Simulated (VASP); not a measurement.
**Cu: single point with LDA**

Cu:

```
Cu
1.0
     3.94439    0.00000    0.00000
    -1.97219    3.41594    0.00000
     0.00000    0.00000    2.36796
Cu
3
Direct
  0.00000 0.00000 0.00000
  0.33333 0.66667 0.50000
  0.66667 0.33333 0.50000
```

This cell differs from its parent crystal: volume scaled by 0.96.

| Quantity | Value |
| --- | --- |
| Program | VASP 6.6.1 |
| Task | single point |
| Functional | LDA |
| Potentials or basis | VASP PAW LDA potentials, release 64 (Cu) |
| Cutoff | 520 eV |
| k mesh | 10 × 10 × 15 |
| Occupations | fermi-dirac, width 0.1 eV |
| Spin | no spin polarisation |
| Dipole correction | no |
| Further INCAR settings | ALGO = Normal; EDIFF = 1e-06; NBANDS = 24 |

The pressure is 9.3 GPa.

Stress tensor (GPa, compression positive):
```
9.40 0.00 0.00
0.00 9.40 0.00
0.00 0.00 9.14
```

Levels at points of the mesh, in eV from the Fermi level:
```
           k point  band 12  band 13  band 14  band 15  band 16  band 17  band 18  band 19  band 20  band 21
(0.00, 0.00, 0.00)    -2.67    -2.62    -2.62    -1.68    -1.68     4.89     4.89     4.89     4.89     6.92
(0.50, 0.00, 0.00)    -2.14    -1.96    -1.93    -1.92    -1.80    -1.65    -0.96     4.78    14.56    14.57
```

It took 49 s on 1 thread of Intel(R) Xeon(R) 6975P-C (Granite Rapids), on a shared host, peak memory 0.17 GiB.
